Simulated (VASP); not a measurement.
Here is a VASP 6.6.1 calculation.

Contents of INCAR:

```
ALGO = Normal
DIPOL = 0.5 0.5 0.410
EDIFF = 1E-6
ENCUT = 400
GGA = PE
GGA_COMPAT = F
IDIPOL = 3
ISIF = 2
ISMEAR = 0
IVDW = 12
LASPH = T
LCHARG = F
LDIPOL = T
LREAL = F
LWAVE = F
NBANDS = 96
NELM = 120
NELMDL = -8
PREC = Accurate
SIGMA = 0.1
```

KPOINTS

```
k-points
0
Gamma
  4 4 1
```

The input POSCAR:

```
Mo
1.0
    5.4216946106      0.0000000000      0.0000000000
   -1.8072315369      5.1116226996      0.0000000000
    0.0000000000      0.0000000000     24.8170951124
Mo
12
Direct
    0.2500000000      0.2500000000      0.3223584373
    0.2500000000      0.7500000000      0.3223584373
    0.7500000000      0.2500000000      0.3223584373
    0.7500000000      0.7500000000      0.3223584373
    0.4941754782      0.4957198281      0.4088290726
    0.4949360883     -0.0019765080      0.4108182999
   -0.0092865618      0.4990292384      0.4084998144
   -0.0096545074     -0.0044159321      0.4067873703
    0.7554648186      0.7535471598      0.5003966507
    0.7362352453      0.2597537322      0.5023960911
    0.2517633181      0.7644906509      0.4983505351
    0.2032358169      0.2573351451      0.4975942261
```

Potentials or basis: VASP PAW PBE potentials, release 64 (Mo_sv).

Command:

```sh
$ cat potpaw_PBE.64/Mo_sv/POTCAR > POTCAR
$ mpirun -np 1 vasp_std > vasp.out
```

Q: Predict the band gap on the k mesh.

A: Zero (band 84 reaches 1.16 eV, above the bottom of band 85 at -0.48 eV).

Q: Predict the dispersion energy per atom.

A: -0.473 eV.

Q: Predict the largest force.

A: 1.233 eV/Å.

Forces in eV/Å, atoms in the order of the input:
```
Mo   0.037 -0.058  0.091
Mo  -0.027  0.031  0.152
Mo  -0.092  0.051  0.115
Mo  -0.325 -0.074  0.002
Mo  -0.188 -0.014  0.592
Mo  -0.053  0.087  0.049
Mo   0.198  0.171  0.319
Mo   0.046  0.214  1.041
Mo  -0.471 -0.375 -0.803
Mo  -0.077  0.095 -0.913
Mo  -0.254 -0.271 -0.429
Mo   1.205  0.142 -0.217
```
